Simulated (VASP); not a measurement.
Ti8O17 (a cell with a defect), 25 atoms in the cell. The cell holds a defect, 25 atoms: a = 6.567 Å, b = 6.567 Å, c = 5.927 Å, α = 90.00°, β = 90.00°, γ = 90.00°. 

* Program: VASP 6.6.1
* Task: single point
* Functional: PBE
* Potentials or basis: VASP PAW PBE potentials, release 64 (Ti_sv, O)
* Cutoff: 520 eV
* k mesh: 1 × 1 × 1, shifted
* Occupations: fermi-dirac, width 0.01 eV
* Spin: no spin polarisation
* Dipole correction: no
* Further INCAR settings: ALGO = Normal; EDIFF = 1e-06; NBANDS = 117

Potentials or basis: VASP PAW PBE potentials, release 64 (Ti_sv, O).

Run with:

```console
$ cat potpaw_PBE.64/Ti_sv/POTCAR potpaw_PBE.64/O/POTCAR > POTCAR
$ mpirun -np 1 vasp_std > vasp.out
```

Hardware: 1 thread of Intel Xeon 8259CL, with other jobs on the host.

Q: How long does it take, and how much memory?

A: Run time: 8.2 min on 1 thread of Intel Xeon 8259CL, on a shared host, peak memory 0.37 GiB. Counts: scf iterations 18, k points 4.
